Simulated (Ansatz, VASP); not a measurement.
O in VASP and in Ansatz

```xyz
2
Lattice="-0.1090 2.0407 3.3027 1.4115 -0.0965 3.3153 1.4362 2.0780 -0.0717" Properties=species:S:1:pos:R:3 pbc="T T T"
O     1.4245    2.0663    0.5110
O     1.3141    1.9558    6.0353
```

Alike in both runs: task electric field gradients; functional r2SCAN; k mesh 12 × 12 × 12; occupations fermi-dirac, width 0.01 eV; no spin polarisation.

|  | VASP | Ansatz |
| --- | --- | --- |
| version | VASP 6.6.1 | Ansatz 0.2.0 |
| potentials or method | VASP PAW PBE potentials, release 64 (O), cutoff 520 eV | PAW with Ansatz's default frozen-core files, scalar-relativistic |
| valence electrons in the cell | 12 | 12 |

Ansatz gave:

| Property | Result |
| --- | --- |
| gap on the k mesh at the Fermi level (eV) | none |
| pressure (GPa) | 7.2 |
| traceless stress, the component that is largest in VASP (GPa) | 28.54 |
| rms of the force components (eV/Å) | 1.771 |

Problem. What did VASP give for the same quantities?

Solution. gap on the k mesh at the Fermi level (eV): none; pressure (GPa): 13.1; traceless stress, the component that is largest in VASP (GPa): 41.23; rms of the force components (eV/Å): 3.014.

VASP's potentials were made for PBE, not for r2SCAN. Atom by atom the forces differ by 1.247 eV/Å (rms over components). A gap of «none» marks a metal or a gap that the smearing closes.

Noted on VASP's run: the standard files for N, O and F lose accuracy on very short bonds; spin is off for a triplet molecule.
